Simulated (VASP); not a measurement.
# Pb2O (Pn-3m) in VASP: a series of runs

Pb2O is run at these levels: PBEsol; tasks: single point, relaxation of cell and atoms.

All numbers are computed with VASP 6.6.1; they aren't measurements. Logs are shortened: lines on timing, memory, paths and dates and some standing lists are left out, and cuts for length are marked.

**1. The cell of the first run**

It takes space group Pn-3m (No. 224, cubic). Conventional cell: a = 5.554 Å, b = 5.554 Å, c = 5.554 Å, α = 90.00°, β = 90.00°, γ = 90.00°. Within 3.2 Å of Pb (site symmetry -3m) lie 2 O at 2.40 Å. O (site symmetry -43m) has 4 Pb at 2.40 Å within 3.2 Å.

**2. Single point, PBEsol (28.55 Å³/atom)**

INCAR

```
SYSTEM = Pb2O
PREC = Accurate ; ENCUT = 520
EDIFF = 1E-6 ; ISMEAR = 0
SIGMA = 0.1 ; LREAL = .FALSE.
LASPH = .TRUE. ; NELM = 60
ALGO = Normal ; ISIF = 2
LWAVE = .FALSE. ; LCHARG = .FALSE.
GGA = PS ; NBANDS = 43
```

KPOINTS

```
Automatic mesh
0
G
  8 8 8
  0 0 0
```

POSCAR

```
Pb2O
1.0
    5.5536670212      0.0000000000      0.0000000000
    0.0000000000      5.5536670212      0.0000000000
    0.0000000000      0.0000000000      5.5536670212
Pb O
4 2
Direct
    0.2500000000      0.2500000000      0.2500000000
    0.7500000000      0.7500000000      0.2500000000
    0.2500000000      0.7500000000      0.7500000000
    0.7500000000      0.2500000000      0.7500000000
    0.0000000000      0.0000000000      0.0000000000
    0.5000000000      0.5000000000      0.5000000000
```

Potentials or basis: VASP PAW PBE potentials, release 64 (Pb_d, O).

Run with:

```
$ cat potpaw_PBE.64/Pb_d/POTCAR potpaw_PBE.64/O/POTCAR > POTCAR
$ mpirun -np 1 vasp_std > vasp.out
```

OUTCAR:

```text
SYSTEM = Pb2O
   PREC = Accurate
   ENCUT = 520
   EDIFF = 1E-6
   ISMEAR = 0
   LREAL = .FALSE.
   LASPH = .TRUE.
   NELM = 60
   ISIF = 2
   GGA = PS

 ion  position               nearest neighbor table
   1  0.250  0.250  0.250-   5 2.40   6 2.40   4 3.93   2 3.93   3 3.93   3 3.93   4 3.93   2 3.93
                             3 3.93   3 3.93   2 3.93   4 3.93   4 3.93   2 3.93
   2  0.750  0.750  0.250-   5 2.40   6 2.40   4 3.93   1 3.93   3 3.93   3 3.93   4 3.93   1 3.93
                             4 3.93   4 3.93   1 3.93   3 3.93   3 3.93   1 3.93
   3  0.250  0.750  0.750-   5 2.40   6 2.40   4 3.93   1 3.93   2 3.93   1 3.93   2 3.93   1 3.93
                             4 3.93   1 3.93   2 3.93   4 3.93   2 3.93   4 3.93
   4  0.750  0.250  0.750-   5 2.40   6 2.40   3 3.93   1 3.93   2 3.93   1 3.93   2 3.93   2 3.93
                             3 3.93   2 3.93   1 3.93   3 3.93   1 3.93   3 3.93
   5  0.000  0.000  0.000-   1 2.40   2 2.40   3 2.40   4 2.40
   6  0.500  0.500  0.500-   1 2.40   2 2.40   3 2.40   4 2.40

  LATTYP: Found a simple cubic cell.
 ALAT       =     5.5536670212

  Lattice vectors:

 A1 = (   5.5536670212,   0.0000000000,   0.0000000000)
 A2 = (   0.0000000000,   5.5536670212,   0.0000000000)
 A3 = (   0.0000000000,   0.0000000000,   5.5536670212)

Analysis of symmetry for initial positions (statically):
=====================================================================
 Subroutine PRICEL returns:
 Original cell was already a primitive cell.

 Routine SETGRP: Setting up the symmetry group for a
 simple cubic supercell.

 Subroutine GETGRP returns: Found 48 space group operations
 (whereof 24 operations were pure point group operations)
 out of a pool of 48 trial point group operations.

The static configuration has the point symmetry T_d .
 The point group associated with its full space group is O_h .

Analysis of symmetry for dynamics (positions and initial velocities):
=====================================================================
 Subroutine PRICEL returns:
 Original cell was already a primitive cell.

 Routine SETGRP: Setting up the symmetry group for a
 simple cubic supercell.

 Subroutine GETGRP returns: Found 48 space group operations
 (whereof 24 operations were pure point group operations)
 out of a pool of 48 trial point group operations.

The dynamic configuration has the point symmetry T_d .
 The point group associated with its full space group is O_h .

 Subroutine INISYM returns: Found 48 space group operations
 (whereof 24 operations are pure point group operations),
 and found     1 'primitive' translations

----------------------------------------------------------------------------------------

                                     Primitive cell

  volume of cell :     171.2930

  direct lattice vectors                    reciprocal lattice vectors
     5.553667021  0.000000000  0.000000000     0.180061209  0.000000000  0.000000000
     0.000000000  5.553667021  0.000000000     0.000000000  0.180061209  0.000000000
     0.000000000  0.000000000  5.553667021     0.000000000  0.000000000  0.180061209

  length of vectors
     5.553667021  5.553667021  5.553667021     0.180061209  0.180061209  0.180061209

  position of ions in fractional coordinates (direct lattice)
     0.250000000  0.250000000  0.250000000
     0.750000000  0.750000000  0.250000000
     0.250000000  0.750000000  0.750000000
     0.750000000  0.250000000  0.750000000
     0.000000000  0.000000000  0.000000000
     0.500000000  0.500000000  0.500000000

  ion indices of the primitive-cell ions
   primitive index   ion index
                 1           1
                 2           2
                 3           3
                 4           4
                 5           5
                 6           6

----------------------------------------------------------------------------------------

 KPOINTS: Automatic mesh

Automatic generation of k-mesh.
 Grid dimensions read from file:
 generate k-points for:    8    8    8

 Generating k-lattice:

  Cartesian coordinates                     Fractional coordinates (reciprocal lattice)
     0.022507651  0.000000000  0.000000000     0.125000000  0.000000000  0.000000000
     0.000000000  0.022507651  0.000000000     0.000000000  0.125000000  0.000000000
     0.000000000  0.000000000  0.022507651     0.000000000  0.000000000  0.125000000

  Length of vectors
     0.022507651  0.022507651  0.022507651

  Shift w.r.t. Gamma in fractional coordinates (k-lattice)
     0.000000000  0.000000000  0.000000000

 Subroutine IBZKPT returns following result:
 ===========================================

 Found     35 irreducible k-points:

 Following reciprocal coordinates:
            Coordinates               Weight
  0.000000  0.000000  0.000000      1.000000
  0.125000  0.000000  0.000000      6.000000
  0.250000  0.000000  0.000000      6.000000
  0.375000  0.000000  0.000000      6.000000
  0.500000  0.000000  0.000000      3.000000
  0.125000  0.125000  0.000000     12.000000
[... 16 lines left out ...]
  0.375000  0.375000  0.125000     24.000000
  0.500000  0.375000  0.125000     24.000000
 [... further k-points ...]
   k-points           NKPTS =     35   k-points in BZ     NKDIM =     35   number of bands    NBANDS=     43
   number of dos      NEDOS =    301   number of ions     NIONS =      6
   total plane-waves  NPLWV =  74088
   dimension x,y,z NGX =    42 NGY =   42 NGZ =   42
   dimension x,y,z NGXF=    84 NGYF=   84 NGZF=   84
   ions per type =               4   2
   NGX,Y,Z   is equivalent  to a cutoff of  12.57, 12.57, 12.57 a.u.
   NGXF,Y,Z  is equivalent  to a cutoff of  25.14, 25.14, 25.14 a.u.
 SYSTEM =  Pb2O
   PREC   = accura    normal or accurate (medium, high low for compatibility)
   ISTART =      0    job   : 0-new  1-cont  2-samecut
   ICHARG =      2    charge: 1-file 2-atom 10-const
   ISPIN  =      1    spin polarized calculation?
   LNONCOLLINEAR =      F non collinear calculations
   LSORBIT =      F    spin-orbit coupling
   LASPH  =      T    aspherical Exc in radial PAW
   ENCUT  =  520.0 eV  38.22 Ry    6.18 a.u.  10.33 10.33 10.33*2*pi/ulx,y,z
   NELM   =     60;   NELMIN=  2; NELMDL= -5     # of ELM steps
   EDIFF  = 0.1E-05   stopping-criterion for ELM
   LREAL  =      F    real-space projection
   EDIFFG = 0.1E-04   stopping-criterion for IOM
   NSW    =      0    number of steps for IOM
   IBRION =     -1    ionic relax: 0-MD 1-quasi-New 2-CG
   NFREE  =      0    steps in history (QN), initial steepest desc. (CG)
   ISIF   =      2    stress and relaxation
   ISYM   =      2    0-nonsym 1-usesym 2-fastsym
   POTIM  = 0.5000    time-step for ionic-motion
   TEBEG  =    0.0;   TEEND  =   0.0 temperature during run
   PSTRESS=    0.0 pullay stress
   NELECT =      68.0000    total number of electrons
   NUPDOWN=      -1.0000    fix difference up-down
   EMIN   =  10.00;   EMAX   =-10.00  energy-range for DOS
   EFERMI =   0.00;   METHOD = LEGACY
   ISMEAR =     0;   SIGMA  =   0.10  broadening in eV -4-tet -1-fermi 0-gaus
   EFERMI_NEDOS =   21; number of points for ismear=-14 and -15
   IALGO  =     38    algorithm
   IMIX   =      4    mixing-type and parameters
     AMIX     =   0.40;   BMIX     =  1.00
     AMIX_MAG =   1.60;   BMIX_MAG =  1.00
  volume/ion in A,a.u.               =      28.55       192.66
  Fermi-wavevector in a.u.,A,eV,Ry     =   1.203182  2.273684 19.696430  1.447647
  Thomas-Fermi vector in A             =   2.338942
   LORBIT       =      0    0 simple, 1 ext, 2 COOP (PROOUT), +10 PAW based schemes
   GGA     = PS    functional components
   LHFCALC =     F    Hartree Fock is set to
   AEXX    =    0.0000 exact exchange contribution
   IVDW    =     0    specifies the selected vdW correction
   LEPSILON=     F    determine dielectric tensor
   LRPA    =     F    only Hartree local field effects (RPA)
 non-spin polarized calculation
 Gauss-broadening in eV      SIGMA  =   0.10
  energy-cutoff  :      520.00
  volume of cell :      171.29
 maximum number of plane-waves:      4645
 NGX is ok and might be reduce to    42
   NGX = 21   NGY = 21   NGZ = 21

 number of electron      67.9999993 magnetization

 Free energy of the ion-electron system (eV)
  ---------------------------------------------------
  ext. energy  EPLUGINS =         0.00000000
  ---------------------------------------------------
  free energy    TOTEN  =       -28.42423887 eV

  energy without entropy =      -28.41573723  energy(sigma->0) =      -28.41998805

 E-fermi :   3.9948     XC(G=0):  -9.2815

 val. band max:        3.9542481071   @ k =   0.5000   0.2500   0.1250
 cond. band min:       4.0253948467   @ k =   0.3750   0.3750   0.0000
 fundamental gap:      0.0711467397
 Fermi energy:         3.9948120603

 k-point     1 :       0.0000    0.0000    0.0000
  band No.  band energies     occupation
      1     -13.9603      2.00000
      2     -12.8639      2.00000
      3     -12.4701      2.00000
      4     -12.4701      2.00000
      5     -12.4307      2.00000
      6     -12.4307      2.00000
[... 35 lines left out ...]
     42       9.4561      0.00000
     43       9.4561      0.00000

 k-point     2 :       0.1250    0.0000    0.0000
  band No.  band energies     occupation
      1     -13.9353      2.00000
      2     -12.9671      2.00000
      3     -12.4676      2.00000
      4     -12.4648      2.00000
      5     -12.4293      2.00000
      6     -12.4276      2.00000
[... 35 lines left out ...]
     42       9.6562      0.00000
     43       9.7870      0.00000

 k-point     3 :       0.2500    0.0000    0.0000
  band No.  band energies     occupation
      1     -13.8615      2.00000
      2     -13.1714      2.00000
      3     -12.4606      2.00000
      4     -12.4499      2.00000
      5     -12.4297      2.00000
      6     -12.4193      2.00000
[... 35 lines left out ...]
     42       9.1786      0.00000
     43      10.2109      0.00000

 k-point     4 :       0.3750    0.0000    0.0000
  band No.  band energies     occupation
      1     -13.7416      2.00000
      2     -13.3859      2.00000
      3     -12.4509      2.00000
      4     -12.4335      2.00000
      5     -12.4276      2.00000
      6     -12.4086      2.00000
[... 863 lines left out ...]
     42       9.0596      0.00000
     43      10.1053      0.00000

 k-point    23 :       0.3750    0.3750    0.1250
  band No.  band energies     occupation
      1     -13.7284      2.00000
      2     -13.4039      2.00000
      3     -12.4320      2.00000
      4     -12.4294      2.00000
      5     -12.4176      2.00000
      6     -12.4132      2.00000
[... 35 lines left out ...]
     42       9.0924      0.00000
     43      10.4391      0.00000

 k-point    24 :       0.5000    0.3750    0.1250
  band No.  band energies     occupation
      1     -13.7281      2.00000
      2     -13.4042      2.00000
      3     -12.4293      2.00000
      4     -12.4266      2.00000
      5     -12.4155      2.00000
      6     -12.4145      2.00000
[... 35 lines left out ...]
     42       9.0904      0.00000
     43      10.5857      0.00000

 [... further k-points ...]

------------------------ aborting loop because EDIFF is reached ----------------------------------------

  FORCE on cell =-STRESS in cart. coord.  units (eV):
  Direction    XX          YY          ZZ          XY          YZ          ZX
  --------------------------------------------------------------------------------------
  -------------------------------------------------------------------------------------
  Total       -4.5943385     -4.5943385     -4.5943385      0.0000000      0.0000000      0.0000000
  in kB      -42.9728407    -42.9728407    -42.9728407      0.0000000      0.0000000      0.0000000
  external PRESSURE =     -42.9728407 kB  Pullay stress =       0.0000000 kB

 VOLUME and BASIS-vectors are now :
 -----------------------------------------------------------------------------
  energy-cutoff  :      520.00
  volume of cell :      171.29
      direct lattice vectors                 reciprocal lattice vectors
     5.553667021  0.000000000  0.000000000     0.180061209  0.000000000  0.000000000
     0.000000000  5.553667021  0.000000000     0.000000000  0.180061209  0.000000000
     0.000000000  0.000000000  5.553667021     0.000000000  0.000000000  0.180061209

 POSITION                                       TOTAL-FORCE (eV/Angst)
 -----------------------------------------------------------------------------------
      1.38842      1.38842      1.38842        -0.000000      0.000000     -0.000000
      4.16525      4.16525      1.38842        -0.000000     -0.000000      0.000000
      1.38842      4.16525      4.16525         0.000000     -0.000000     -0.000000
      4.16525      1.38842      4.16525        -0.000000     -0.000000      0.000000
      0.00000      0.00000      0.00000        -0.000000      0.000000      0.000000
      2.77683      2.77683      2.77683         0.000000      0.000000      0.000000
 -----------------------------------------------------------------------------------
    total drift:                                0.000000      0.000000     -0.000000

  FREE ENERGIE OF THE ION-ELECTRON SYSTEM (eV)
  ---------------------------------------------------
  free  energy   TOTEN  =       -28.4242388659 eV

  energy  without entropy=      -28.4157372283  energy(sigma->0) =      -28.41998805
```

Run time: 5.6 min. Hardware: 1 thread of Intel Xeon Platinum 8259CL at 2.50GHz (Skylake/Cascade Lake), shared host; peak memory 0.36 GiB.

Results:

- Free energy: -28.4242 eV
- Pressure: -4.3 GPa
- Band gap on the k mesh: zero (bands 34 and 35 overlap by 0.77 eV)

Levels at points of the mesh, in eV from the Fermi level:
| k point | band 32 | band 33 | band 34 | band 35 | band 36 | band 37 |
| --- | --- | --- | --- | --- | --- | --- |
| (0.00, 0.00, 0.00) | -0.65 | -0.65 | -0.65 | 1.98 | 1.98 | 1.98 |
| (0.50, 0.00, 0.00) | -0.98 | -0.46 | -0.46 | 0.88 | 0.88 | 1.86 |
| (0.50, 0.50, 0.00) | -1.24 | -0.06 | -0.06 | 1.25 | 1.25 | 1.85 |
| (0.50, 0.50, 0.50) | -0.83 | -0.69 | -0.69 | -0.69 | 1.24 | 4.21 |

Caveat: the cell stands under tension; semilocal functionals underestimate gaps, and a narrow one can read as zero; the PAW data sets were made with another functional, which shifts forces and pressure a little; spin-orbit coupling is left out, which moves the levels of the heavy elements.

**3. Relaxation of cell and atoms, PBEsol**

This run uses another cell than the first one, of 25.95 Å³/atom.

INCAR

```
SYSTEM = Pb2O
ALGO = Normal
EDIFF = 1E-6
EDIFFG = -0.005
ENCUT = 600
GGA = PS
IBRION = 2
ISIF = 3
ISMEAR = 0
LASPH = .TRUE.
LCHARG = .FALSE.
LREAL = .FALSE.
LWAVE = .FALSE.
NELM = 80
NSW = 100
PREC = Accurate
SIGMA = 0.1
```

KPOINTS

```
k-points
0
G
  8 8 8
  0 0 0
```

Edit POSCAR of step 2 so:

```diff
@@ -2,5 +2,5 @@
 1.0
-    5.5536670212      0.0000000000      0.0000000000
-    0.0000000000      5.5536670212      0.0000000000
-    0.0000000000      0.0000000000      5.5536670212
+    5.3800000000      0.0000000000      0.0000000000
+    0.0000000000      5.3800000000      0.0000000000
+    0.0000000000      0.0000000000      5.3800000000
 Pb O
```

Potentials or basis: VASP PAW PBE potentials, release 64 (Pb_d, O).

Run with:

```
$ cat potpaw_PBE.64/Pb_d/POTCAR potpaw_PBE.64/O/POTCAR > POTCAR
$ mpirun -np 1 vasp_std > vasp.out
```

It took 4.9 min on 1 thread of Intel Xeon Platinum 8259CL at 2.50GHz (Skylake/Cascade Lake), shared host; peak memory 0.43 GiB.

The run converged. Its results:

- Free energy: -28.6459 eV
- Pressure after relaxing: 0.0 GPa
- Band gap on the k mesh: zero (bands 34 and 35 overlap by 0.90 eV)

Final structure:
```
Pb O
1.0
     5.38000    0.00000    0.00000
     0.00000    5.38000    0.00000
     0.00000    0.00000    5.38000
Pb O
4 2
Cartesian
  1.3450 1.3450 1.3450
  4.0350 4.0350 1.3450
  1.3450 4.0350 4.0350
  4.0350 1.3450 4.0350
  0.0000 0.0000 0.0000
  2.6900 2.6900 2.6900
```

Levels at points of the mesh, in eV from the Fermi level:
```csv
k point,band 32,band 33,band 34,band 35,band 36,band 37
"(0.00, 0.00, 0.00)",-0.49,-0.49,-0.49,2.16,2.16,2.16
"(0.50, 0.00, 0.00)",-0.91,-0.55,-0.55,1.08,1.08,1.98
"(0.50, 0.50, 0.00)",-1.18,-0.08,-0.08,1.49,1.49,1.99
"(0.50, 0.50, 0.50)",-0.81,-0.79,-0.79,-0.79,1.35,4.67
```

Caveat: the relaxation stopped at its first step, so nothing moved; the PAW data sets were made with another functional, which shifts forces and pressure a little; spin-orbit coupling is left out, which moves the levels of the heavy elements.

The gap in the log of VASP goes by the Fermi energy; the results here count the filled bands.